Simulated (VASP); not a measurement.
# TaN (P-6m2) in VASP: single point with LDA+U

Aim: the single point of TaN with LDA+U.

Everything below comes from runs of VASP 6.6.1. Logs are shortened: lines on timing, memory, paths and dates and some standing lists are left out, and cuts for length are marked.

## 1. The cell of the first run

The structure is hexagonal, space group P-6m2 (No. 187). The conventional cell has a = 2.938 Å, b = 2.938 Å, c = 2.883 Å, α = 90.00°, β = 90.00°, γ = 120.00°. Ta (site symmetry -6m2) has 6 N at 2.23 Å and 8 Ta at 2.88 to 2.94 Å within 3.0 Å. Within 3.0 Å of N (site symmetry -6m2) lie 6 Ta at 2.23 Å and 8 N at 2.88 to 2.94 Å.

## 2. Single point, LDA+U, collinear spin

File INCAR:

```
SYSTEM = TaN
PREC = Accurate
ENCUT = 520
EDIFF = 1E-6
ISMEAR = 0
SIGMA = 0.05
LREAL = .FALSE.
LASPH = .TRUE.
NELM = 150
ALGO = Normal
ISIF = 2
LWAVE = .FALSE.
LCHARG = .FALSE.
ISPIN = 2
MAGMOM = 1 1 0 0
LORBIT = 11
NUPDOWN = 2.0
LMAXMIX = 4
LDAU = .TRUE.
LDAUTYPE = 2
LDAUL = 2 -1
LDAUU = 1 0
LDAUJ = 0 0
LDAUPRINT = 1
NBANDS = 28
```

File KPOINTS:

```
Automatic mesh
0
G
  7 7 7
  0 0 0
```

File POSCAR:

```
TaN
1.0
    2.9380011100      0.0000000000      0.0000000000
   -2.9380011000      5.0887672000      0.0000000000
    0.0000000000      0.0000000000      2.8830022100
Ta N
2 2
Direct
    0.3333333333      0.3333333334      0.5000000000
    0.3333333333      0.8333333333      0.5000000000
    0.0000000000      0.0000000000      0.0000000000
    0.0000000000      0.5000000000      0.0000000000
```

Potentials or basis: VASP PAW LDA potentials, release 64 (Ta_pv, N).

Run with:

```bash
cat potpaw_LDA.64/Ta_pv/POTCAR potpaw_LDA.64/N/POTCAR > POTCAR
mpirun -np 1 vasp_std > vasp.out
```

OUTCAR:

```text
SYSTEM = TaN
   PREC = Accurate
   ENCUT = 520
   EDIFF = 1E-6
   ISMEAR = 0
   LREAL = .FALSE.
   LASPH = .TRUE.
   NELM = 150
   ISIF = 2
   ISPIN = 2
   LORBIT = 11
   NUPDOWN = 2.0

 ion  position               nearest neighbor table
   1  0.333  0.333  0.500-   4 2.23   4 2.23   4 2.23   4 2.23   3 2.23   3 2.23   2 2.94   2 2.94
                             2 2.94   2 2.94
   2  0.333  0.833  0.500-   3 2.23   3 2.23   4 2.23   4 2.23   3 2.23   3 2.23   1 2.94   1 2.94
                             1 2.94   1 2.94
   3  0.000  0.000  0.000-   2 2.23   2 2.23   2 2.23   2 2.23   1 2.23   1 2.23
   4  0.000  0.500  0.000-   1 2.23   1 2.23   2 2.23   2 2.23   1 2.23   1 2.23

  LATTYP: Found a simple orthorhombic cell.
 ALAT       =     2.8830022100
 B/A-ratio  =     1.0190769538
 C/A-ratio  =     1.7650930625

  Lattice vectors:

 A1 = (   0.0000000000,   0.0000000000,   2.8830022100)
 A2 = (   2.9380011100,   0.0000000000,   0.0000000000)
 A3 = (   0.0000000100,   5.0887672000,   0.0000000000)

Analysis of symmetry for initial positions (statically):
=====================================================================
 Subroutine PRICEL returns following result:

  LATTYP: Found a hexagonal cell.
 ALAT       =     2.9380011100
 C/A-ratio  =     0.9812801636
[... 12 lines left out ...]
 Subroutine GETGRP returns: Found  4 space group operations
 (whereof  4 operations were pure point group operations)
 out of a pool of  8 trial point group operations.

The static configuration has the point symmetry C_2v.

Analysis of symmetry for dynamics (positions and initial velocities):
=====================================================================
 Subroutine PRICEL returns following result:

  LATTYP: Found a hexagonal cell.
 ALAT       =     2.9380011100
 C/A-ratio  =     0.9812801636
[... 12 lines left out ...]
 Subroutine GETGRP returns: Found  4 space group operations
 (whereof  4 operations were pure point group operations)
 out of a pool of  8 trial point group operations.

The dynamic configuration has the point symmetry C_2v.

Analysis of structural, dynamic, and magnetic symmetry:
=====================================================================
 Subroutine PRICEL returns following result:

  LATTYP: Found a hexagonal cell.
 ALAT       =     2.9380011100
 C/A-ratio  =     0.9812801636
[... 12 lines left out ...]
 Subroutine GETGRP returns: Found  4 space group operations
 (whereof  4 operations were pure point group operations)
 out of a pool of  8 trial point group operations.

The overall configuration has the point symmetry C_2v.

 Subroutine INISYM returns: Found  4 space group operations
 (whereof  4 operations are pure point group operations),
 and found     2 'primitive' translations

----------------------------------------------------------------------------------------

                                     Primitive cell

  volume of cell :      21.5516

  direct lattice vectors                    reciprocal lattice vectors
     2.938001110  0.000000000  0.000000000     0.340367468  0.196511249  0.000000000
    -1.469000550  2.544383601  0.000000000     0.000000000  0.393022499  0.000000000
     0.000000000  0.000000000  2.883002210     0.000000000  0.000000000  0.346860643

  length of vectors
     2.938001110  2.938001110  2.883002210     0.393022499  0.393022499  0.346860643

  position of ions in fractional coordinates (direct lattice)
     0.333333333  0.666666667  0.500000000
     0.000000000  1.000000000  0.000000000

  ion indices of the primitive-cell ions
   primitive index   ion index
                 1           1
                 2           4

----------------------------------------------------------------------------------------

 KPOINTS: Automatic mesh

Automatic generation of k-mesh.
 Grid dimensions read from file:
 generate k-points for:    7    7    7

 Generating k-lattice:

  Cartesian coordinates                     Fractional coordinates (reciprocal lattice)
     0.048623924  0.028073036  0.000000000     0.142857143  0.000000000  0.000000000
     0.000000000  0.028073036  0.000000000     0.000000000  0.142857143  0.000000000
     0.000000000  0.000000000  0.049551520     0.000000000  0.000000000  0.142857143
[... 82 lines left out ...]
 LDA+U is selected, type is set to LDAUTYPE =  2
   angular momentum for each species LDAUL =     2   -1
   U (eV)           for each species LDAUU =   1.0  0.0
   J (eV)           for each species LDAUJ =   0.0  0.0
   GGA     = CA    functional components
   LHFCALC =     F    Hartree Fock is set to
   AEXX    =    0.0000 exact exchange contribution
   IVDW    =     0    specifies the selected vdW correction
   LEPSILON=     F    determine dielectric tensor
   LRPA    =     F    only Hartree local field effects (RPA)
 spin polarized calculation
 Gauss-broadening in eV      SIGMA  =   0.05
  energy-cutoff  :      520.00
  volume of cell :       43.10
 maximum number of plane-waves:      1179
 NGX is ok and might be reduce to    24
   NGX = 11   NGY = 21   NGZ = 11

atom =   1  type =  1  l = 2

 onsite density matrix

spin component  1

  0.3738  0.0000 -0.0000 -0.0000 -0.0000
  0.0000  0.2468 -0.0000  0.0000  0.0000
 -0.0000 -0.0000  0.3485  0.0000 -0.0017
 -0.0000  0.0000  0.0000  0.2457 -0.0000
 -0.0000  0.0000 -0.0017 -0.0000  0.3759

spin component  2

  0.1655  0.0000 -0.0000  0.0000 -0.0000
  0.0000  0.1819  0.0000  0.0000 -0.0000
 -0.0000  0.0000  0.2491  0.0000 -0.0017
  0.0000  0.0000  0.0000  0.1813 -0.0000
 -0.0000 -0.0000 -0.0017 -0.0000  0.1686

 occupancies and eigenvectors

  o =  0.1655  v =  0.0000  0.0000  0.0000  0.0000  0.0000  1.0000 -0.0000  0.0000 -0.0000  0.0000      0.0000  0.0000  0.0000  0.0000  0.0000  0.0000  0.0000  0.0000  0.0000  0.0000
  o =  0.1686  v =  0.0000  0.0000  0.0000  0.0000  0.0000 -0.0000 -0.0000  0.0205  0.0000  0.9998      0.0000  0.0000  0.0000  0.0000  0.0000  0.0000  0.0000  0.0000  0.0000  0.0000
  o =  0.1813  v =  0.0000  0.0000  0.0000  0.0000  0.0000  0.0000 -0.0000 -0.0000  1.0000 -0.0000      0.0000  0.0000  0.0000  0.0000  0.0000  0.0000  0.0000  0.0000  0.0000  0.0000
  o =  0.1819  v =  0.0000  0.0000  0.0000  0.0000  0.0000  0.0000  1.0000  0.0000  0.0000  0.0000      0.0000  0.0000  0.0000  0.0000  0.0000  0.0000  0.0000  0.0000  0.0000  0.0000
  o =  0.2457  v =  0.0000 -0.0000 -0.0000  1.0000  0.0000  0.0000  0.0000  0.0000  0.0000  0.0000      0.0000  0.0000  0.0000  0.0000  0.0000  0.0000  0.0000  0.0000  0.0000  0.0000
  o =  0.2468  v = -0.0000  1.0000 -0.0000  0.0000 -0.0000  0.0000  0.0000  0.0000  0.0000  0.0000      0.0000  0.0000  0.0000  0.0000  0.0000  0.0000  0.0000  0.0000  0.0000  0.0000
  o =  0.2492  v =  0.0000  0.0000  0.0000  0.0000  0.0000 -0.0000 -0.0000  0.9998  0.0000 -0.0205      0.0000  0.0000  0.0000  0.0000  0.0000  0.0000  0.0000  0.0000  0.0000  0.0000
  o =  0.3484  v = -0.0000 -0.0000 -0.9980 -0.0000 -0.0628  0.0000  0.0000  0.0000  0.0000  0.0000      0.0000  0.0000  0.0000  0.0000  0.0000  0.0000  0.0000  0.0000  0.0000  0.0000
  o =  0.3738  v = -1.0000 -0.0000  0.0000  0.0000  0.0000  0.0000  0.0000  0.0000  0.0000  0.0000      0.0000  0.0000  0.0000  0.0000  0.0000  0.0000  0.0000  0.0000  0.0000  0.0000
  o =  0.3760  v =  0.0000  0.0000 -0.0628 -0.0000  0.9980  0.0000  0.0000  0.0000  0.0000  0.0000      0.0000  0.0000  0.0000  0.0000  0.0000  0.0000  0.0000  0.0000  0.0000  0.0000

atom =   2  type =  1  l = 2

 onsite density matrix

spin component  1

  0.3738 -0.0000 -0.0000 -0.0000 -0.0000
 -0.0000  0.2468 -0.0000  0.0000  0.0000
 -0.0000 -0.0000  0.3485 -0.0000 -0.0017
 -0.0000  0.0000 -0.0000  0.2457 -0.0000
 -0.0000  0.0000 -0.0017 -0.0000  0.3759

spin component  2

  0.1655 -0.0000 -0.0000  0.0000 -0.0000
 -0.0000  0.1819  0.0000  0.0000 -0.0000
 -0.0000  0.0000  0.2491 -0.0000 -0.0017
  0.0000  0.0000 -0.0000  0.1813  0.0000
 -0.0000 -0.0000 -0.0017  0.0000  0.1686

 occupancies and eigenvectors

  o =  0.1655  v =  0.0000  0.0000  0.0000  0.0000  0.0000  1.0000  0.0000  0.0000 -0.0000  0.0000      0.0000  0.0000  0.0000  0.0000  0.0000  0.0000  0.0000  0.0000  0.0000  0.0000
  o =  0.1686  v =  0.0000  0.0000  0.0000  0.0000  0.0000 -0.0000  0.0000  0.0205 -0.0000  0.9998      0.0000  0.0000  0.0000  0.0000  0.0000  0.0000  0.0000  0.0000  0.0000  0.0000
  o =  0.1813  v =  0.0000  0.0000  0.0000  0.0000  0.0000  0.0000 -0.0000  0.0000  1.0000 -0.0000      0.0000  0.0000  0.0000  0.0000  0.0000  0.0000  0.0000  0.0000  0.0000  0.0000
  o =  0.1819  v =  0.0000  0.0000  0.0000  0.0000  0.0000  0.0000 -1.0000  0.0000 -0.0000  0.0000      0.0000  0.0000  0.0000  0.0000  0.0000  0.0000  0.0000  0.0000  0.0000  0.0000
  o =  0.2457  v =  0.0000 -0.0000  0.0000  1.0000  0.0000  0.0000  0.0000  0.0000  0.0000  0.0000      0.0000  0.0000  0.0000  0.0000  0.0000  0.0000  0.0000  0.0000  0.0000  0.0000
  o =  0.2468  v = -0.0000 -1.0000 -0.0000 -0.0000  0.0000  0.0000  0.0000  0.0000  0.0000  0.0000      0.0000  0.0000  0.0000  0.0000  0.0000  0.0000  0.0000  0.0000  0.0000  0.0000
  o =  0.2492  v =  0.0000  0.0000  0.0000  0.0000  0.0000  0.0000  0.0000 -0.9998  0.0000  0.0205      0.0000  0.0000  0.0000  0.0000  0.0000  0.0000  0.0000  0.0000  0.0000  0.0000
  o =  0.3484  v =  0.0000 -0.0000  0.9980 -0.0000  0.0628  0.0000  0.0000  0.0000  0.0000  0.0000      0.0000  0.0000  0.0000  0.0000  0.0000  0.0000  0.0000  0.0000  0.0000  0.0000
  o =  0.3738  v = -1.0000  0.0000  0.0000  0.0000  0.0000  0.0000  0.0000  0.0000  0.0000  0.0000      0.0000  0.0000  0.0000  0.0000  0.0000  0.0000  0.0000  0.0000  0.0000  0.0000
  o =  0.3760  v =  0.0000  0.0000 -0.0628 -0.0000  0.9980  0.0000  0.0000  0.0000  0.0000  0.0000      0.0000  0.0000  0.0000  0.0000  0.0000  0.0000  0.0000  0.0000  0.0000  0.0000

 number of electron      32.0000003 magnetization       2.0000000

 Free energy of the ion-electron system (eV)
  ---------------------------------------------------
  ext. energy  EPLUGINS =         0.00000000
  ---------------------------------------------------
  free energy    TOTEN  =       -45.33190321 eV

  energy without entropy =      -45.32859339  energy(sigma->0) =      -45.33024830

 E-fermi :   7.0959     XC(G=0): -13.5552

 val. band max:       10.1391001707   @ k =   0.0000   0.0000   0.4286
 cond. band min:       7.1322219829   @ k =  -0.4286   0.4286   0.4286
 fundamental gap:     -3.0068781878
 Fermi energy:        10.1479906817

 spin component 1

 k-point     1 :       0.0000    0.0000    0.0000
  band No.  band energies     occupation
      1     -27.4807      1.00000
      2     -26.6459      1.00000
      3     -26.5343      1.00000
      4     -26.4111      1.00000
      5     -26.4032      1.00000
      6     -26.3849      1.00000
[... 1481 lines left out ...]
     27      19.8019      0.00000
     28      20.7813      0.00000

 [... further k-points ...]

------------------------ aborting loop because EDIFF is reached ----------------------------------------

  FORCE on cell =-STRESS in cart. coord.  units (eV):
  Direction    XX          YY          ZZ          XY          YZ          ZX
  --------------------------------------------------------------------------------------
  -------------------------------------------------------------------------------------
  Total        0.7613778      0.8709138     -0.9002729      0.0000000      0.0000000      0.0000000
  in kB       28.3009680     32.3724983    -33.4638006      0.0000001      0.0000000      0.0000000
  external PRESSURE =       9.0698885 kB  Pullay stress =       0.0000000 kB

 VOLUME and BASIS-vectors are now :
 -----------------------------------------------------------------------------
  energy-cutoff  :      520.00
  volume of cell :       43.10
      direct lattice vectors                 reciprocal lattice vectors
     2.938001110  0.000000000  0.000000000     0.340367468  0.196511249  0.000000000
    -2.938001100  5.088767200  0.000000000     0.000000000  0.196511249  0.000000000
     0.000000000  0.000000000  2.883002210     0.000000000  0.000000000  0.346860643

 POSITION                                       TOTAL-FORCE (eV/Angst)
 -----------------------------------------------------------------------------------
      0.00000      1.69626      1.44150         0.000000      0.013239     -0.000000
     -1.46900      4.24064      1.44150         0.000000      0.013239     -0.000000
      0.00000      0.00000      0.00000        -0.000000     -0.013239      0.000000
     -1.46900      2.54438      0.00000        -0.000000     -0.013239      0.000000
 -----------------------------------------------------------------------------------
    total drift:                               -0.000000     -0.000007      0.000000

  FREE ENERGIE OF THE ION-ELECTRON SYSTEM (eV)
  ---------------------------------------------------
  free  energy   TOTEN  =       -45.3319032056 eV

  energy  without entropy=      -45.3285933851  energy(sigma->0) =      -45.33024830

 total charge

# of ion       s       p       d       tot
------------------------------------------
    1        0.301   6.242   2.486   9.029
    2        0.301   6.242   2.486   9.029
    3        1.216   2.482   0.000   3.699
    4        1.216   2.482   0.000   3.699
--------------------------------------------------
tot          3.036  17.448   4.972  25.455

 magnetization (x)

# of ion       s       p       d       tot
------------------------------------------
    1        0.015   0.040   0.636   0.690
    2        0.015   0.040   0.636   0.690
    3        0.003   0.042   0.000   0.045
    4        0.003   0.042   0.000   0.045
--------------------------------------------------
tot          0.035   0.163   1.272   1.470
```

Run time: 2.5 min. Hardware: 1 thread of AMD EPYC 7R13 (Zen 3), shared host; peak memory 0.21 GiB.

What came out:

```yaml
Free_energy: -45.3319 eV
Pressure: 0.9 GPa
Largest_force: 0.013 eV/Å
Net_moment: 2.00 μB per cell
Site_moments: Ta +0.69; N +0.04 μB
Valence_electrons_inside_the_program's_atomic_spheres: Ta 9.03; N 3.70
```

Forces on the atoms (eV/Å):
```
Ta   0.000  0.013  0.000
Ta   0.000  0.013  0.000
N    0.000 -0.013  0.000
N    0.000 -0.013  0.000
```

Eigenvalues of the final occupation matrices:
```tsv
site	spin	trace	eigenvalues
site 1 d	1	1.59	0.25 0.25 0.35 0.37 0.38
site 1 d	2	0.95	0.17 0.17 0.18 0.18 0.25
site 2 d	1	1.59	0.25 0.25 0.35 0.37 0.38
site 2 d	2	0.95	0.17 0.17 0.18 0.18 0.25
```

Caveat: spin-orbit coupling is left out, which moves the levels of the heavy elements; the total moment is fixed, so each spin has its own Fermi level.
